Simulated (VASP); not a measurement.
# BiTe (P6mm) in VASP: a series of runs

BiTe is run at these levels: PBE; tasks: single point, relaxation of cell and atoms.

All numbers are computed with VASP 6.6.1; they aren't measurements. Logs are shortened: lines on timing, memory, paths and dates and some standing lists are left out, and cuts for length are marked.

### Step 1. The cell of the first run

The structure is hexagonal, space group P6mm (No. 183). The conventional cell has a = 3.671 Å, b = 3.671 Å, c = 5.930 Å, α = 90.00°, β = 90.00°, γ = 120.00°. Within 3.6 Å of Bi (site symmetry 6mm) lie 2 Te at 2.75 to 3.18 Å. Te (site symmetry 6mm) has 2 Bi at 2.75 to 3.18 Å within 3.6 Å.

### Step 2. Single point, PBE

Input file INCAR:

```
SYSTEM = BiTe
ALGO = Normal
EDIFF = 1E-7
ENCUT = 520
GGA = PE
ISIF = 2
ISMEAR = 0
LASPH = .True.
LCHARG = .True.
LELF = .True.
LREAL = .False.
LVHAR = .True.
LWAVE = .False.
NBANDS = 18
NELM = 100
PREC = Accurate
SIGMA = 0.1
```

Input file KPOINTS:

```
k-points
0
Gamma
  6 6 4
  0 0 0
```

Input file POSCAR:

```
BiTe
1.0
    3.6706104700      0.0000000000      0.0000000000
   -1.8353052400      3.1788419100      0.0000000000
    0.0000000000      0.0000000000      5.9295716300
Bi Te
1 1
Direct
    0.0000000000      0.0000000000      0.9691837800
    0.0000000000      0.0000000000      0.5051390400
```

Potentials or basis: VASP PAW PBE potentials, release 64 (Bi_d, Te).

Command:

```sh
$ cat potpaw_PBE.64/Bi_d/POTCAR potpaw_PBE.64/Te/POTCAR > POTCAR
$ mpirun -np 1 vasp_std > vasp.out
```

OUTCAR:

```text
SYSTEM = BiTe
   EDIFF = 1E-7
   ENCUT = 520
   GGA = PE
   ISIF = 2
   ISMEAR = 0
   LASPH = .True.
   LREAL = .False.
   NELM = 100
   PREC = Accurate

 ion  position               nearest neighbor table
   1  0.000  0.000  0.969-   2 2.75   2 3.18
   2  0.000  0.000  0.505-   1 2.75   1 3.18

  LATTYP: Found a hexagonal cell.
 ALAT       =     3.6706104700
 C/A-ratio  =     1.6154183830

  Lattice vectors:

 A1 = (   3.6706104700,   0.0000000000,   0.0000000000)
 A2 = (  -1.8353052400,   3.1788419100,   0.0000000000)
 A3 = (   0.0000000000,   0.0000000000,   5.9295716300)

Analysis of symmetry for initial positions (statically):
=====================================================================
 Subroutine PRICEL returns:
 Original cell was already a primitive cell.

 Routine SETGRP: Setting up the symmetry group for a
 hexagonal supercell.

 Subroutine GETGRP returns: Found 12 space group operations
 (whereof 12 operations were pure point group operations)
 out of a pool of 24 trial point group operations.

The static configuration has the point symmetry C_6v.

Analysis of symmetry for dynamics (positions and initial velocities):
=====================================================================
 Subroutine PRICEL returns:
 Original cell was already a primitive cell.

 Routine SETGRP: Setting up the symmetry group for a
 hexagonal supercell.

 Subroutine GETGRP returns: Found 12 space group operations
 (whereof 12 operations were pure point group operations)
 out of a pool of 24 trial point group operations.

The dynamic configuration has the point symmetry C_6v.

 Subroutine INISYM returns: Found 12 space group operations
 (whereof 12 operations are pure point group operations),
 and found     1 'primitive' translations

----------------------------------------------------------------------------------------

                                     Primitive cell

  volume of cell :      69.1880

  direct lattice vectors                    reciprocal lattice vectors
     3.670610470  0.000000000  0.000000000     0.272434247  0.157289987  0.000000000
    -1.835305240  3.178841910  0.000000000     0.000000000  0.314579972  0.000000000
     0.000000000  0.000000000  5.929571630     0.000000000  0.000000000  0.168646247

  length of vectors
     3.670610470  3.670610469  5.929571630     0.314579972  0.314579972  0.168646247
[... 73 lines left out ...]
   LSORBIT =      F    spin-orbit coupling
   LASPH  =      T    aspherical Exc in radial PAW
   ENCUT  =  520.0 eV  38.22 Ry    6.18 a.u.   6.82  6.82 11.03*2*pi/ulx,y,z
   NELM   =    100;   NELMIN=  2; NELMDL= -5     # of ELM steps
   EDIFF  = 0.1E-06   stopping-criterion for ELM
   LREAL  =      F    real-space projection
   EDIFFG = 0.1E-05   stopping-criterion for IOM
   NSW    =      0    number of steps for IOM
   IBRION =     -1    ionic relax: 0-MD 1-quasi-New 2-CG
   NFREE  =      0    steps in history (QN), initial steepest desc. (CG)
   ISIF   =      2    stress and relaxation
   ISYM   =      2    0-nonsym 1-usesym 2-fastsym
   POTIM  = 0.5000    time-step for ionic-motion
   TEBEG  =    0.0;   TEEND  =   0.0 temperature during run
   PSTRESS=    0.0 pullay stress
   NELECT =      21.0000    total number of electrons
   NUPDOWN=      -1.0000    fix difference up-down
   EMIN   =  10.00;   EMAX   =-10.00  energy-range for DOS
   EFERMI =   0.00;   METHOD = LEGACY
   ISMEAR =     0;   SIGMA  =   0.10  broadening in eV -4-tet -1-fermi 0-gaus
   EFERMI_NEDOS =   21; number of points for ismear=-14 and -15
   IALGO  =     38    algorithm
   IMIX   =      4    mixing-type and parameters
     AMIX     =   0.40;   BMIX     =  1.00
     AMIX_MAG =   1.60;   BMIX_MAG =  1.00
  volume/ion in A,a.u.               =      34.59       233.45
  Fermi-wavevector in a.u.,A,eV,Ry     =   1.100199  2.079074 16.468994  1.210437
  Thomas-Fermi vector in A             =   2.236606
   LORBIT       =      0    0 simple, 1 ext, 2 COOP (PROOUT), +10 PAW based schemes
   GGA     = PE    functional components
   LHFCALC =     F    Hartree Fock is set to
   AEXX    =    0.0000 exact exchange contribution
   IVDW    =     0    specifies the selected vdW correction
   LEPSILON=     F    determine dielectric tensor
   LRPA    =     F    only Hartree local field effects (RPA)
 non-spin polarized calculation
 Gauss-broadening in eV      SIGMA  =   0.10
  energy-cutoff  :      520.00
  volume of cell :       69.19
 maximum number of plane-waves:      1887
 NGX is ok and might be reduce to    28
   NGX = 13   NGY = 13   NGZ = 23

 number of electron      21.0000004 magnetization

 Free energy of the ion-electron system (eV)
  ---------------------------------------------------
  ext. energy  EPLUGINS =         0.00000000
  ---------------------------------------------------
  free energy    TOTEN  =        -6.49090539 eV

  energy without entropy =       -6.48099269  energy(sigma->0) =       -6.48594904

 E-fermi :   5.9165     XC(G=0):  -9.3646

 val. band max:        5.8165043222   @ k =   0.3333   0.0000   0.0000
 cond. band min:       5.9484081494   @ k =   0.3333   0.1667   0.5000
 fundamental gap:      0.1319038272
 Fermi energy:         5.9165111604

 k-point     1 :       0.0000    0.0000    0.0000
  band No.  band energies     occupation
      1     -17.0506      2.00000
      2     -16.9584      2.00000
      3     -16.9584      2.00000
      4     -16.9350      2.00000
      5     -16.9350      2.00000
      6      -7.1419      2.00000
[... 418 lines left out ...]
      5     -16.9144      2.00000
      6      -4.9298      2.00000
[... 10 lines left out ...]
     17      13.8183      0.00000
     18      17.0666      0.00000

------------------------ aborting loop because EDIFF is reached ----------------------------------------

  FORCE on cell =-STRESS in cart. coord.  units (eV):
  Direction    XX          YY          ZZ          XY          YZ          ZX
  --------------------------------------------------------------------------------------
  -------------------------------------------------------------------------------------
  Total       -1.2069602     -1.2069602      5.0713088      0.0000000     -0.0000000      0.0000000
  in kB      -27.9494328    -27.9494328    117.4356873      0.0000000     -0.0000000      0.0000000
  external PRESSURE =      20.5122739 kB  Pullay stress =       0.0000000 kB

 VOLUME and BASIS-vectors are now :
 -----------------------------------------------------------------------------
  energy-cutoff  :      520.00
  volume of cell :       69.19
      direct lattice vectors                 reciprocal lattice vectors
     3.670610470  0.000000000  0.000000000     0.272434247  0.157289987  0.000000000
    -1.835305240  3.178841910  0.000000000     0.000000000  0.314579972  0.000000000
     0.000000000  0.000000000  5.929571630     0.000000000  0.000000000  0.168646247

 POSITION                                       TOTAL-FORCE (eV/Angst)
 -----------------------------------------------------------------------------------
      0.00000      0.00000      5.74684        -0.000000      0.000000      0.386796
      0.00000      0.00000      2.99526         0.000000     -0.000000     -0.386796
 -----------------------------------------------------------------------------------
    total drift:                               -0.000000     -0.000000     -0.000181

  FREE ENERGIE OF THE ION-ELECTRON SYSTEM (eV)
  ---------------------------------------------------
  free  energy   TOTEN  =        -6.4909053890 eV

  energy  without entropy=       -6.4809926917  energy(sigma->0) =       -6.48594904
```

Wall time 41 s (1 thread of AMD EPYC 7R13, shared host); peak memory 0.16 GiB.

What came out:

| Quantity | Value |
| --- | --- |
| Free energy | -6.4909 eV |
| Pressure | 2.1 GPa |
| Largest force | 0.387 eV/Å |

Forces in eV/Å, atoms in the order of the input:
```
Bi   0.000  0.000  0.387
Te   0.000  0.000 -0.387
```

Stress tensor (GPa, compression positive):
```
-2.79  0.00  0.00
 0.00 -2.79  0.00
 0.00  0.00 11.74
```

Levels at points of the mesh, in eV from the Fermi level:
| k point | band 9 | band 10 | band 11 | band 12 | band 13 | band 14 |
| --- | --- | --- | --- | --- | --- | --- |
| (0.00, 0.00, 0.00) | 1.11 | 1.11 | 4.42 | 4.42 | 5.04 | 5.68 |
| (0.50, 0.00, 0.00) | -3.92 | -2.02 | -0.41 | 2.53 | 3.29 | 4.60 |
| (0.00, 0.00, 0.50) | -0.24 | 1.48 | 1.48 | 3.61 | 3.61 | 6.13 |
| (0.50, 0.00, 0.50) | -3.27 | -0.39 | 0.04 | 1.55 | 1.61 | 5.18 |

Caveat: spin-orbit coupling is left out, which moves the levels of the heavy elements.

### Step 3. Relaxation of cell and atoms, PBE

Input file INCAR:

```
SYSTEM = BiTe
PREC = Accurate
ENCUT = 600
EDIFF = 1E-7
ISMEAR = 0
SIGMA = 0.1
LREAL = .FALSE.
LASPH = .TRUE.
NELM = 80
ALGO = Normal
ISIF = 3
LWAVE = .FALSE.
LCHARG = .FALSE.
GGA = PE
IBRION = 2
NSW = 90
EDIFFG = -0.04
```

Input file KPOINTS:

```
regular mesh
0
G
  6 6 4
  0 0 0
```

POSCAR is that of step 2.

Potentials or basis: VASP PAW PBE potentials, release 64 (Bi_d, Te).

Command:

```sh
$ cat potpaw_PBE.64/Bi_d/POTCAR potpaw_PBE.64/Te/POTCAR > POTCAR
$ mpirun -np 1 vasp_std > vasp.out
```

OUTCAR:

```text
SYSTEM = BiTe
   PREC = Accurate
   ENCUT = 600
   EDIFF = 1E-7
   ISMEAR = 0
   LREAL = .FALSE.
   LASPH = .TRUE.
   NELM = 80
   ISIF = 3
   GGA = PE
   IBRION = 2
   NSW = 90
   EDIFFG = -0.04

 ion  position               nearest neighbor table
   1  0.000  0.000  0.969-   2 2.75   2 3.18
   2  0.000  0.000  0.505-   1 2.75   1 3.18

  LATTYP: Found a hexagonal cell.
 ALAT       =     3.6706104700
 C/A-ratio  =     1.6154183830

  Lattice vectors:

 A1 = (   3.6706104700,   0.0000000000,   0.0000000000)
 A2 = (  -1.8353052400,   3.1788419100,   0.0000000000)
 A3 = (   0.0000000000,   0.0000000000,   5.9295716300)

Analysis of symmetry for initial positions (statically):
[... 279 lines left out ...]
--------------------------------------- Ionic step       11  -------------------------------------------

 number of electron      20.9999996 magnetization

------------------------ aborting loop because EDIFF is reached ----------------------------------------
[... 67 lines left out ...]
--------------------------------------- Ionic step       13  -------------------------------------------

 number of electron      20.9999995 magnetization

 Free energy of the ion-electron system (eV)
  ---------------------------------------------------
  ext. energy  EPLUGINS =         0.00000000
  ---------------------------------------------------
  free energy    TOTEN  =        -6.77793967 eV

  energy without entropy =       -6.76701292  energy(sigma->0) =       -6.77247629

 E-fermi :   6.6201     XC(G=0):  -9.6212

 val. band max:        6.5809219525   @ k =   0.3333   0.1667   0.5000
 cond. band min:       6.6329091819   @ k =   0.1667   0.0000   0.5000
 fundamental gap:      0.0519872294
 Fermi energy:         6.6201444195

 k-point     1 :       0.0000    0.0000    0.0000
  band No.  band energies     occupation
      1     -16.4488      2.00000
      2     -16.4061      2.00000
      3     -16.4061      2.00000
      4     -16.3305      2.00000
      5     -16.3305      2.00000
      6      -6.6087      2.00000
      7      -4.6250      2.00000
      8       1.1835      2.00000
      9       8.7583      0.00000
     10       8.7583      0.00000
     11       9.2602      0.00000
     12      11.7775      0.00000
     13      11.7775      0.00000
     14      13.7291      0.00000
[... 367 lines left out ...]
  FREE ENERGIE OF THE ION-ELECTRON SYSTEM (eV)
  ---------------------------------------------------
  free  energy   TOTEN  =        -6.7779396660 eV

  energy  without entropy=       -6.7670129189  energy(sigma->0) =       -6.77247629

 reached required accuracy - stopping structural energy minimisation
```

OSZICAR:

```text
N       E                     dE             d eps       ncg     rms          rms(c)
DAV:   1     0.158199045051E+03    0.15820E+03   -0.10648E+04   588   0.164E+03
DAV:   2     0.580585485161E+01   -0.15239E+03   -0.15035E+03   606   0.378E+02
DAV:   3    -0.623822167550E+01   -0.12044E+02   -0.11954E+02   738   0.108E+02
[... 152 lines left out ...]
DAV:   7    -0.677793985449E+01   -0.34749E-05   -0.19363E-05   630   0.419E-02    0.186E-02
DAV:   8    -0.677794014651E+01   -0.29201E-06   -0.18153E-06   798   0.152E-02    0.686E-03
DAV:   9    -0.677793982248E+01    0.32403E-06   -0.23994E-07   442   0.693E-03    0.447E-03
DAV:  10    -0.677793970164E+01    0.12083E-06   -0.39144E-08   330   0.161E-03    0.100E-03
DAV:  11    -0.677793966602E+01    0.35627E-07   -0.86612E-09   330   0.101E-03
  13 F= -.67779397E+01 E0= -.67724763E+01  d E =-.175710E-03
```

CONTCAR:

```text
BiTe
   1.00000000000000
     3.4665961234176352    0.0000000003058465   -0.0000000000000000
    -1.7332980661660444    3.0021603036837652   -0.0000000000000000
     0.0000000000000000   -0.0000000000000000    6.3548513038215590
  Bi              Te
     1     1
Direct
     0.0000000000000000    0.0000000000000000    0.9828261317605177
     0.0000000000000000    0.0000000000000000    0.4914966882394869

  0.00000000E+00  0.00000000E+00  0.00000000E+00
  0.00000000E+00  0.00000000E+00  0.00000000E+00
```

It took 5.4 min on 1 thread of AMD EPYC 7R13, shared host; peak memory 0.2 GiB.

What came out:

```yaml
Free_energy: -6.7779 eV
Relaxed_volume: 33.07 Å³/atom
Relaxed_cell: a = 3.467 Å, b = 3.467 Å, c = 6.355 Å, α = 90.00°, β = 90.00°, γ = 120.00°
Space_group_after_relaxing_to_0.05_Å: P6mm (No. 183)
Energy_gained_by_relaxing: 143.5 meV/atom
Ionic_steps: 13
Pressure_after_relaxing: 0.0 GPa
Largest_force_after_relaxing: 0.009 eV/Å
```

Forces in eV/Å, atoms in the order of the input:
```
Bi   0.000  0.000  0.009
Te   0.000  0.000 -0.009
```

The path:
| step | energy change (eV) | largest force (eV/Å) | pressure (GPa) | volume (Å³) |
| --- | --- | --- | --- | --- |
| 1 | 0.0000 | 0.3867 | 2.07 | 69.19 |
| 2 | -0.2006 | 0.1587 | -3.48 | 73.25 |
| 3 | -0.2265 | 0.1125 | -2.65 | 72.14 |
| 4 | -0.2747 | 0.1011 | -0.07 | 67.14 |
| 5 | -0.2756 | 0.0876 | -0.42 | 67.69 |
| 6 | -0.2782 | 0.1235 | 0.06 | 67.05 |
| 7 | -0.2782 | 0.1224 | 0.03 | 67.09 |
| 8 | -0.2797 | 0.1170 | 0.01 | 66.97 |
| 9 | -0.2835 | 0.0826 | 0.00 | 66.63 |
| 10 | -0.2868 | 0.0178 | 0.16 | 65.96 |
| 11 | -0.2868 | 0.0140 | 0.19 | 65.88 |
| 12 | -0.2857 | 0.0048 | -0.54 | 66.86 |
| 13 | -0.2870 | 0.0085 | 0.00 | 66.14 |

Final structure:
```
Bi Te
1.0
     3.46660    0.00000    0.00000
    -1.73330    3.00216    0.00000
     0.00000    0.00000    6.35485
Bi Te
1 1
Direct
  0.00000 0.00000 0.98283
  0.00000 0.00000 0.49150
```

Caveat: spin-orbit coupling is left out, which moves the levels of the heavy elements.
